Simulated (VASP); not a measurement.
Runs of VASP 6.6.1 on Rh. The structure is that of space group Fm-3m (No. 225), or close to it. The cells are those of the table. 

| task | potentials or basis | cell | k mesh | cutoff (eV) | second run | gap on the mesh (eV) | pressure (GPa) |
| --- | --- | --- | --- | --- | --- | --- | --- |
| single point | VASP PAW PBE potentials, release 64 (Rh_pv) | a = 2.690 Å, angles 120.0, 120.0, 90.0°, 1 atom | 8 × 8 × 8 | 520 | - | none | (a) |
| single point | VASP PAW PBE potentials, release 64 (Rh_sv_GW) | a = 2.690 Å, angles 120.0, 120.0, 90.0°, 1 atom | 8 × 8 × 8 | 580 | valence_matched | none | -1.8 |
| relaxation of cell and atoms | VASP PAW PBE potentials, release 64 (Rh_pv) | relaxed from a = 2.764 Å, angles 122.4, 122.4, 85.8°, 1 atom | 8 × 8 × 8 | 600 | - | none | 0.1 |
| single point | VASP PAW PBE potentials, release 64 (Rh_pv) | a = 2.687 Å, angles 120.0, 120.0, 90.0°, 1 atom | 28 × 28 × 28 | 520 | - | none | 1.2 |

Alike in all rows: level r2SCAN; no spin polarisation; smearing gaussian 0.1 eV.

Question: Estimate the missing entries.

Answer: (a) 1.1.

Caveats: some runs use coarse meshes; the PAW data sets were made with another functional, which shifts forces and pressure a little.

A k mesh can miss the band edges, and the runs leave out spin-orbit coupling on Rh.

A gap of «none» marks levels without a gap at the run's occupations.

The runs don't all hold the same shells in valence.
